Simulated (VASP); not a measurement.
# BaTiO3 (Amm2) in VASP: notebook

BaTiO3 is run at these levels: r2SCAN; tasks: single point.

Everything below comes from runs of VASP 6.6.1. Logs are shortened: lines on timing, memory, paths and dates and some standing lists are left out, and cuts for length are marked.

### 1 The cell of the first run

The structure is orthorhombic, space group Amm2 (No. 38). Conventional cell: a = 4.055 Å, b = 5.773 Å, c = 5.790 Å, α = 90.00°, β = 90.00°, γ = 90.00°. Ba (site symmetry mm2) has 12 O at 2.82 to 2.97 Å and 8 Ti at 3.48 to 3.59 Å within 3.7 Å. Ti (site symmetry mm2) has 6 O at 1.96 to 2.13 Å within 2.6 Å. O (site symmetry mm2) has 2 Ti at 2.03 Å within 2.7 Å. O (site symmetry m) has 2 Ti at 1.96 to 2.13 Å within 2.6 Å.

### 2 Single point, r2SCAN

The input, POSCAR:

```
BaTiO3
1.0
    4.0551297633      0.0000000000      0.0000000000
    0.0000000000      2.8864628341      2.8948569680
    0.0000000000     -2.8864628341      2.8948569680
Ba Ti O
1 1 3
Direct
    0.0000000000      0.0000000000      0.0000000000
    0.5000000000      0.5124000000      0.5124000000
    0.0000000000      0.4874000000      0.4874000000
    0.5000000000      0.5052400000      0.9918400000
    0.5000000000      0.9918400000      0.5052400000
```

The input, INCAR.step1:

```
PREC = Accurate ; ENCUT = 520
ISMEAR = -1 ; SIGMA = 0.1
LREAL = False ; LASPH = True
NELM = 80 ; NBANDS = 28
GGA = PE ; ALGO = Normal
EDIFF = 1E-4 ; LWAVE = True
LCHARG = False
```

The input, INCAR.step2:

```
PREC = Accurate ; ENCUT = 520
EDIFF = 1E-6 ; ISMEAR = -1
SIGMA = 0.1 ; LREAL = False
LASPH = True ; NELM = 80
ALGO = Normal ; ISIF = 2
LWAVE = False ; LCHARG = True
METAGGA = R2SCAN ; LMIXTAU = True
LELF = True ; LVHAR = True
NBANDS = 28 ; ISTART = 1
```

The input, KPOINTS:

```
regular mesh
0
Gamma
  6 6 6
```

Potentials or basis: VASP PAW PBE potentials, release 64 (Ba_sv, Ti_sv, O).

Run with:

```console
$ cat potpaw_PBE.64/Ba_sv/POTCAR potpaw_PBE.64/Ti_sv/POTCAR potpaw_PBE.64/O/POTCAR > POTCAR
$ cp INCAR.step1 INCAR
$ mpirun -np 1 vasp_std > vasp.out
$ cp INCAR.step2 INCAR
$ mpirun -np 1 vasp_std > vasp.out
```

OUTCAR:

```text
PREC = Accurate
   ENCUT = 520
   EDIFF = 1E-6
   ISMEAR = -1
   LREAL = False
   LASPH = True
   NELM = 80
   ISIF = 2
   METAGGA = R2SCAN
   ISTART = 1

 ion  position               nearest neighbor table
   1  0.000  0.000  0.000-   3 2.82   4 2.86   5 2.86   4 2.86   5 2.86   3 2.89   3 2.89   4 2.89
                             5 2.89   5 2.89   4 2.89   3 2.97   2 3.48   2 3.48   2 3.53   2 3.53
   2  0.500  0.512  0.512-   4 1.96   5 1.96   3 2.03   3 2.03   5 2.13   4 2.13   1 3.48   1 3.48
                             1 3.53   1 3.53   1 3.53   1 3.53   1 3.59   1 3.59
   3  0.000  0.487  0.487-   2 2.03   2 2.03   1 2.82   1 2.89   1 2.89   1 2.97
   4  0.500  0.505  0.992-   2 1.96   2 2.13   1 2.86   1 2.86   1 2.89   1 2.89
   5  0.500  0.992  0.505-   2 1.96   2 2.13   1 2.86   1 2.86   1 2.89   1 2.89

  LATTYP: Found a base centered orthorhombic cell.
 ALAT       =     5.7729256682
 B/A-ratio  =     1.0029081039
 C/A-ratio  =     0.7024392823

  Lattice vectors:

 A1 = (   0.0000000000,   2.8864628341,  -2.8948569680)
 A2 = (   0.0000000000,   2.8864628341,   2.8948569680)
 A3 = (   4.0551297633,   0.0000000000,   0.0000000000)

Analysis of symmetry for initial positions (statically):
=====================================================================
 Subroutine PRICEL returns:
 Original cell was already a primitive cell.

 Routine SETGRP: Setting up the symmetry group for a
 base centered orthorhombic supercell.

 Subroutine GETGRP returns: Found  4 space group operations
 (whereof  4 operations were pure point group operations)
 out of a pool of  8 trial point group operations.

The static configuration has the point symmetry C_2v.

Analysis of symmetry for dynamics (positions and initial velocities):
=====================================================================
 Subroutine PRICEL returns:
 Original cell was already a primitive cell.

 Routine SETGRP: Setting up the symmetry group for a
 base centered orthorhombic supercell.

 Subroutine GETGRP returns: Found  4 space group operations
 (whereof  4 operations were pure point group operations)
 out of a pool of  8 trial point group operations.

The dynamic configuration has the point symmetry C_2v.

 Subroutine INISYM returns: Found  4 space group operations
 (whereof  4 operations are pure point group operations),
 and found     1 'primitive' translations

----------------------------------------------------------------------------------------

                                     Primitive cell

  volume of cell :      67.7685

  direct lattice vectors                    reciprocal lattice vectors
     4.055129763  0.000000000  0.000000000     0.246601233  0.000000000  0.000000000
     0.000000000  2.886462834  2.894856968     0.000000000  0.173222393  0.172720105
     0.000000000 -2.886462834  2.894856968     0.000000000 -0.173222393  0.172720105

  length of vectors
     4.055129763  4.088014745  4.088014745     0.246601233  0.244618544  0.244618544

  position of ions in fractional coordinates (direct lattice)
     0.000000000  0.000000000  0.000000000
     0.500000000  0.512400000  0.512400000
     0.000000000  0.487400000  0.487400000
     0.500000000  0.505240000  0.991840000
     0.500000000  0.991840000  0.505240000

  ion indices of the primitive-cell ions
   primitive index   ion index
                 1           1
                 2           2
                 3           3
                 4           4
                 5           5

----------------------------------------------------------------------------------------

 KPOINTS: regular mesh

Automatic generation of k-mesh.
 Grid dimensions read from file:
 generate k-points for:    6    6    6

 Generating k-lattice:

  Cartesian coordinates                     Fractional coordinates (reciprocal lattice)
     0.041100206  0.000000000  0.000000000     0.166666667  0.000000000  0.000000000
     0.000000000  0.028870399  0.028786684     0.000000000  0.166666667  0.000000000
     0.000000000 -0.028870399  0.028786684     0.000000000  0.000000000  0.166666667

  Length of vectors
     0.041100206  0.040769757  0.040769757

  Shift w.r.t. Gamma in fractional coordinates (k-lattice)
     0.000000000  0.000000000  0.000000000

 Subroutine IBZKPT returns following result:
 ===========================================

 Found     52 irreducible k-points:

 Following reciprocal coordinates:
            Coordinates               Weight
  0.000000  0.000000  0.000000      1.000000
  0.166667  0.000000  0.000000      2.000000
  0.333333  0.000000  0.000000      2.000000
  0.500000  0.000000  0.000000      1.000000
  0.000000  0.166667  0.000000      4.000000
  0.166667  0.166667  0.000000      8.000000
[... 16 lines left out ...]
  0.333333  0.333333  0.166667      8.000000
  0.500000  0.333333  0.166667      4.000000
 [... further k-points ...]
   k-points           NKPTS =     52   k-points in BZ     NKDIM =     52   number of bands    NBANDS=     28
   number of dos      NEDOS =    301   number of ions     NIONS =      5
   total plane-waves  NPLWV =  27000
   dimension x,y,z NGX =    30 NGY =   30 NGZ =   30
   dimension x,y,z NGXF=    60 NGYF=   60 NGZF=   60
   ions per type =               1   1   3
   NGX,Y,Z   is equivalent  to a cutoff of  12.30, 12.20, 12.20 a.u.
   NGXF,Y,Z  is equivalent  to a cutoff of  24.60, 24.40, 24.40 a.u.
 SYSTEM =  unknown system
   PREC   = accura    normal or accurate (medium, high low for compatibility)
   ISTART =      1    job   : 0-new  1-cont  2-samecut
   ICHARG =      0    charge: 1-file 2-atom 10-const
   ISPIN  =      1    spin polarized calculation?
   LNONCOLLINEAR =      F non collinear calculations
   LSORBIT =      F    spin-orbit coupling
   LASPH  =      T    aspherical Exc in radial PAW
   ENCUT  =  520.0 eV  38.22 Ry    6.18 a.u.   7.54  7.60  7.60*2*pi/ulx,y,z
   NELM   =     80;   NELMIN=  2; NELMDL=  0     # of ELM steps
   EDIFF  = 0.1E-05   stopping-criterion for ELM
   LREAL  =      F    real-space projection
   EDIFFG = 0.1E-04   stopping-criterion for IOM
   NSW    =      0    number of steps for IOM
   IBRION =     -1    ionic relax: 0-MD 1-quasi-New 2-CG
   NFREE  =      0    steps in history (QN), initial steepest desc. (CG)
   ISIF   =      2    stress and relaxation
   ISYM   =      2    0-nonsym 1-usesym 2-fastsym
   POTIM  = 0.5000    time-step for ionic-motion
   TEBEG  =    0.0;   TEEND  =   0.0 temperature during run
   PSTRESS=    0.0 pullay stress
   NELECT =      40.0000    total number of electrons
   NUPDOWN=      -1.0000    fix difference up-down
   EMIN   =  10.00;   EMAX   =-10.00  energy-range for DOS
   EFERMI =   0.00;   METHOD = LEGACY
   ISMEAR =    -1;   SIGMA  =   0.10  broadening in eV -4-tet -1-fermi 0-gaus
   EFERMI_NEDOS =   21; number of points for ismear=-14 and -15
   IALGO  =     38    algorithm
   IMIX   =      4    mixing-type and parameters
     AMIX     =   0.40;   BMIX     =  1.00
     AMIX_MAG =   1.60;   BMIX_MAG =  1.00
  volume/ion in A,a.u.               =      13.55        91.46
  Fermi-wavevector in a.u.,A,eV,Ry     =   1.373258  2.595082 25.658387  1.885838
  Thomas-Fermi vector in A             =   2.498791
   LORBIT       =      0    0 simple, 1 ext, 2 COOP (PROOUT), +10 PAW based schemes
   METAGGA = R2SCAN    functional components
   LHFCALC =     F    Hartree Fock is set to
   AEXX    =    0.0000 exact exchange contribution
   IVDW    =     0    specifies the selected vdW correction
   LEPSILON=     F    determine dielectric tensor
   LRPA    =     F    only Hartree local field effects (RPA)
 non-spin polarized calculation
  energy-cutoff  :      520.00
  volume of cell :       67.77
 maximum number of plane-waves:      1856
   NGX = 15   NGY = 15   NGZ = 15

 number of electron      39.9999998 magnetization

 Free energy of the ion-electron system (eV)
  ---------------------------------------------------
  ext. energy  EPLUGINS =         0.00000000
  ---------------------------------------------------
  free energy    TOTEN  =       -74.16662521 eV

  energy without entropy =      -74.16661856  energy(sigma->0) =      -74.16662188

 E-fermi :   4.2213     XC(G=0): -11.6027

 val. band max:        3.1147206117   @ k =   0.5000   0.5000   0.5000
 cond. band min:       5.2270528933   @ k =   0.0000   0.0000   0.0000
 fundamental gap:      2.1123322817
 Fermi energy:         4.2212885465

 k-point     1 :       0.0000    0.0000    0.0000
  band No.  band energies     occupation
      1     -55.9355      2.00000
      2     -31.0778      2.00000
      3     -31.0778      2.00000
      4     -31.0634      2.00000
      5     -22.5062      2.00000
      6     -14.6200      2.00000
[... 20 lines left out ...]
     27       8.6830      0.00000
     28      10.7724      0.00000

 k-point     2 :       0.1667    0.0000    0.0000
  band No.  band energies     occupation
      1     -55.9353      2.00000
      2     -31.0776      2.00000
      3     -31.0774      2.00000
      4     -31.0748      2.00000
      5     -22.4819      2.00000
      6     -14.6237      2.00000
[... 20 lines left out ...]
     27       9.1517      0.00000
     28      11.4173      0.00000

 k-point     3 :       0.3333    0.0000    0.0000
  band No.  band energies     occupation
      1     -55.9348      2.00000
      2     -31.0981      2.00000
      3     -31.0767      2.00000
      4     -31.0766      2.00000
      5     -22.4326      2.00000
      6     -14.6992      2.00000
[... 20 lines left out ...]
     27      10.3265      0.00000
     28      11.8197      0.00000

 k-point     4 :       0.5000    0.0000    0.0000
  band No.  band energies     occupation
      1     -55.9346      2.00000
      2     -31.1095      2.00000
      3     -31.0763      2.00000
      4     -31.0762      2.00000
      5     -22.4074      2.00000
      6     -14.7577      2.00000
[... 578 lines left out ...]
     27      10.9777      0.00000
     28      11.9778      0.00000

 k-point    23 :       0.3333    0.3333    0.1667
  band No.  band energies     occupation
      1     -55.9341      2.00000
      2     -31.1076      2.00000
      3     -31.0961      2.00000
      4     -31.0860      2.00000
      5     -22.3666      2.00000
      6     -14.3656      2.00000
[... 20 lines left out ...]
     27      11.7186      0.00000
     28      11.7875      0.00000

 k-point    24 :       0.5000    0.3333    0.1667
  band No.  band energies     occupation
      1     -55.9338      2.00000
      2     -31.1074      2.00000
      3     -31.1071      2.00000
      4     -31.0856      2.00000
      5     -22.3486      2.00000
      6     -14.3099      2.00000
[... 20 lines left out ...]
     27      11.6350      0.00000
     28      12.0459      0.00000

 [... further k-points ...]

------------------------ aborting loop because EDIFF is reached ----------------------------------------

  FORCE on cell =-STRESS in cart. coord.  units (eV):
  Direction    XX          YY          ZZ          XY          YZ          ZX
  --------------------------------------------------------------------------------------
  -------------------------------------------------------------------------------------
  Total       -3.0700867     -3.0221128     -3.2689534      0.0000000      0.0000000      0.0000000
  in kB      -72.5827463    -71.4485506    -77.2843359      0.0000000      0.0000000      0.0000000
  external PRESSURE =     -73.7718776 kB  Pullay stress =       0.0000000 kB

 VOLUME and BASIS-vectors are now :
 -----------------------------------------------------------------------------
  energy-cutoff  :      520.00
  volume of cell :       67.77
      direct lattice vectors                 reciprocal lattice vectors
     4.055129763  0.000000000  0.000000000     0.246601233  0.000000000  0.000000000
     0.000000000  2.886462834  2.894856968     0.000000000  0.173222393  0.172720105
     0.000000000 -2.886462834  2.894856968     0.000000000 -0.173222393  0.172720105

 POSITION                                       TOTAL-FORCE (eV/Angst)
 -----------------------------------------------------------------------------------
      0.00000      0.00000      0.00000         0.000000      0.000000      0.151935
      2.02756      0.00000      2.96665         0.000000      0.000000      0.384903
      0.00000      0.00000      2.82191         0.000000      0.000000      0.281604
      2.02756     -1.40455      4.33383         0.000000      0.166442     -0.409221
      2.02756      1.40455      4.33383         0.000000     -0.166442     -0.409221
 -----------------------------------------------------------------------------------
    total drift:                                0.000000      0.000001      0.010902

  FREE ENERGIE OF THE ION-ELECTRON SYSTEM (eV)
  ---------------------------------------------------
  free  energy   TOTEN  =       -74.1666252111 eV

  energy  without entropy=      -74.1666185557  energy(sigma->0) =      -74.16662188
```

Run time: 2.2 min. Hardware: 1 thread of AMD EPYC 9R45 (Zen 5), shared host; peak memory 0.21 GiB.

Results:

- Free energy: -74.1666 eV
- Pressure: -7.4 GPa
- Largest force: 0.442 eV/Å
- Band gap on the k mesh: 2.11 eV (least direct gap 2.38 eV)

Forces in eV/Å, atoms in the order of the input:
```
Ba   0.000  0.000  0.152
Ti   0.000  0.000  0.385
O    0.000  0.000  0.282
O    0.000  0.166 -0.409
O    0.000 -0.166 -0.409
```

Caveat: the cell stands under tension; the PAW data sets were made with another functional, which shifts forces and pressure a little; spin-orbit coupling is left out, which moves the levels of the heavy elements. r2SCAN opens gaps a little over a GGA but as a rule still falls short of measured ones.

### 3 Single point, r2SCAN

This run uses another cell than the first one, of 13.90 Å³/atom.

POSCAR, as its differences from that of step 2:

```diff
@@ -2,5 +2,5 @@
 1.0
-    4.0551297633      0.0000000000      0.0000000000
-    0.0000000000      2.8864628341      2.8948569680
-    0.0000000000     -2.8864628341      2.8948569680
+    4.0890654813      0.0000000000      0.0000000000
+    0.0000000000      2.9106184579      2.9190828388
+    0.0000000000     -2.9106184579      2.9190828388
 Ba Ti O
```

The input, INCAR.step1:

```
PREC = Accurate
ENCUT = 520
ISMEAR = -1
SIGMA = 0.1
LREAL = False
LASPH = True
NELM = 60
NBANDS = 28
GGA = PE
ALGO = Normal
EDIFF = 1E-4
LWAVE = True
LCHARG = False
```

The input, INCAR.step2:

```
PREC = Accurate
ENCUT = 520
EDIFF = 1E-7
ISMEAR = -1
SIGMA = 0.1
LREAL = False
LASPH = True
NELM = 60
ALGO = Normal
ISIF = 2
LWAVE = False
LCHARG = False
METAGGA = R2SCAN
LMIXTAU = True
NBANDS = 28
ISTART = 1
```

The input, KPOINTS:

```
Automatic mesh
0
Gamma
  6 6 6
```

Potentials or basis: VASP PAW PBE potentials, release 64 (Ba_sv, Ti_sv, O).

Run with:

```console
$ cat potpaw_PBE.64/Ba_sv/POTCAR potpaw_PBE.64/Ti_sv/POTCAR potpaw_PBE.64/O/POTCAR > POTCAR
$ cp INCAR.step1 INCAR
$ mpirun -np 1 vasp_std > vasp.out
$ cp INCAR.step2 INCAR
$ mpirun -np 1 vasp_std > vasp.out
```

Run time: 2.6 min. Hardware: 1 thread of AMD EPYC 9R45 (Zen 5), shared host; peak memory 0.22 GiB.

Results (log left out):

* Free energy: -74.0711 eV
* Pressure: -10.8 GPa
* Largest force: 0.528 eV/Å
* Band gap on the k mesh: 2.05 eV (least direct gap 2.33 eV)

Forces on the atoms (eV/Å):
```
Ba   0.000  0.000  0.145
Ti   0.000  0.000  0.509
O    0.000  0.000  0.284
O    0.000  0.243 -0.469
O    0.000 -0.243 -0.469
```

Stress tensor (GPa, compression positive):
```
-10.65   0.00   0.00
  0.00 -10.54   0.00
  0.00   0.00 -11.09
```

Levels at points of the mesh, in eV from the valence-band top:
```tsv
k point	band 18	band 19	band 20	band 21	band 22	band 23
(0.00, 0.00, 0.00)	-0.39	-0.32	-0.28	2.05	2.10	2.23
(0.50, 0.00, 0.00)	-1.63	-0.84	-0.80	2.21	3.47	3.55
(0.00, 0.50, 0.00)	-1.55	-0.82	-0.77	2.24	3.49	3.52
(0.50, 0.50, 0.00)	-0.94	-0.93	-0.08	3.51	3.52	3.90
(0.00, 0.50, 0.50)	-0.95	-0.91	-0.13	3.50	3.55	3.89
(0.50, 0.50, 0.50)	-0.05	-0.01	0.00	4.05	4.08	4.10
```

Caveat: the cell stands under tension; the PAW data sets were made with another functional, which shifts forces and pressure a little; spin-orbit coupling is left out, which moves the levels of the heavy elements. A k mesh can miss the band edges.
